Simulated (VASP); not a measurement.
Wanted: the native input for a VASP 6.6.1 run.

- Task: relaxation of cell and atoms
- Functional: PBEsol
- Potentials or basis: VASP PAW PBE potentials, release 64 (Hg)
- Cutoff: 600 eV
- k mesh: 19 × 19 × 19
- Occupations: fermi-dirac, width 0.05 eV
- Spin: no spin polarisation
- Target pressure: 230 GPa
- Dipole correction: no
- Further INCAR settings: ALGO = Normal; EDIFF = 1e-07; IBRION = 2; EDIFFG = -0.005; NSW = 60; ISIF = 3

The structure of Hg lies in POSCAR:

```
Hg
1.0
   -1.4454929749      1.4454929749      1.4454929749
    1.4454929749     -1.4454929749      1.4454929749
    1.4454929749      1.4454929749     -1.4454929749
Hg
1
Direct
    0.0000000000      0.0000000000      0.0000000000
```

These files were run (other wordings do the same):

INCAR

```
SYSTEM = Hg
PREC = Accurate ; ENCUT = 600
EDIFF = 1E-7 ; ISMEAR = -1
SIGMA = 0.05 ; LREAL = .False.
LASPH = .True. ; NELM = 80
ALGO = Normal ; ISIF = 3
LWAVE = .False. ; LCHARG = .False.
GGA = PS ; IBRION = 2
NSW = 60 ; EDIFFG = -0.005
PSTRESS = 2300.0
```

KPOINTS

```
Automatic mesh
0
Gamma
  19 19 19
  0 0 0
```

Potentials or basis: VASP PAW PBE potentials, release 64 (Hg).

Command:

```console
$ cat potpaw_PBE.64/Hg/POTCAR > POTCAR
$ mpirun -np 1 vasp_std > vasp.out
```

Results of the run:

| Property | Result |
| --- | --- |
| Relaxed volume | 12.27 Å³/atom |
| Relaxed cell | a = 2.517 Å, b = 2.517 Å, c = 2.517 Å, α = 109.47°, β = 109.47°, γ = 109.47° |
| Space group after relaxing (to 0.05 Å) | Im-3m (No. 229) |
| Energy change on relaxing (the enthalpy is what falls) | -286.6 meV/atom |
| Ionic steps | 4 |
| Pressure after relaxing | 230.0 GPa |
| Band gap on the k mesh | zero (band 6 reaches 14.27 eV, above the bottom of band 7 at 11.75 eV) |

Caveat: the cell is relaxed towards a set pressure, so the enthalpy falls and the energy may rise; the PAW data sets were made with another functional, which shifts forces and pressure a little; spin-orbit coupling is left out, which moves the levels of the heavy elements.

It took 29 s on 1 thread of Intel(R) Xeon(R) 6975P-C (Granite Rapids), with other jobs on the host, peak memory 0.16 GiB.
